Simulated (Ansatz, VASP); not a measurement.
Two plane-wave programs on KScS2

File INCAR:

```
  ALGO = Normal
  EDIFF = 1E-6
  ENCUT = 520
  GGA = PE
  ISIF = 2
  ISMEAR = 0
  LASPH = T
  LCHARG = T
  LELF = T
  LREAL = F
  LVHAR = T
  LWAVE = F
  NBANDS = 42
  NELM = 80
  PREC = Accurate
  SIGMA = 0.01
```

Contents of KPOINTS:

```
k-points
0
Gamma
  6 6 2
```

The input POSCAR:

```
KScS2
1.0
    3.9948299667      0.0000000000      0.0000000000
    0.0000000000      3.9948299667      0.0000000000
    0.0000000000      0.0000000000     11.7512208830
K S Sc
2 4 2
Direct
    0.5000000000      0.0000000000      0.8892892287
    0.0000000000      0.5000000000      0.1107107713
    0.5000000000      0.0000000000      0.1784198324
    0.0000000000      0.5000000000      0.3988831576
    0.5000000000      0.0000000000      0.6011168424
    0.0000000000      0.5000000000      0.8215801676
    0.5000000000      0.0000000000      0.3751631112
    0.0000000000      0.5000000000      0.6248368888
```

Input for Ansatz:

```yaml
crystal:
  lattice:
    - [3.9948299667, 0.0, 0.0]
    - [0.0, 3.9948299667, 0.0]
    - [0.0, 0.0, 11.751220883]
  atoms:
    - { symbol: K, position: [0.5, 0.0, 0.8892892287] }
    - { symbol: S, position: [0.5, 0.0, 0.1784198324] }
    - { symbol: K, position: [0.0, 0.5, 0.1107107713] }
    - { symbol: S, position: [0.0, 0.5, 0.3988831576] }
    - { symbol: Sc, position: [0.5, 0.0, 0.3751631112] }
    - { symbol: S, position: [0.5, 0.0, 0.6011168424] }
    - { symbol: Sc, position: [0.0, 0.5, 0.6248368888] }
    - { symbol: S, position: [0.0, 0.5, 0.8215801676] }
kpoints:
  mp_grid: { grid: [6, 6, 2] }
  band_path:
    path:
      - [0.0, 0.0, 0.0]
      - [0.0, 0.5, 0.0]
      - [0.5, 0.5, 0.0]
      - [0.0, 0.0, 0.5]
      - [0.0, 0.5, 0.5]
      - [0.5, 0.5, 0.5]
    npoints: 1
hamiltonian:
  xc: pbe
scf:
  occupations: { method: fixed }
  n_extra_bands: 6
output:
  forces: true
  stress: true
  eigenvalues: true
```

Alike in both runs: task single point; functional PBE; k mesh 6 × 6 × 2; no spin polarisation.

```csv
,VASP,Ansatz
version,VASP 6.6.1,Ansatz 0.2.0
potentials or method,"VASP PAW PBE potentials, release 64 (K_sv, S, Sc_sv)","plane waves, PAW"
plane-wave cutoff (eV),520,420
occupations,"gaussian, width 0.01 eV",fixed
valence electrons in the cell,64,64
```

```csv
,VASP,Ansatz,Ansatz less VASP
gap on the k mesh at the Fermi level (eV),0.58,0.58,+0.006
pressure (GPa),0.8,0.7,-0.13
rms of the force components (eV/Å),0.038,0.027,-0.0104
```
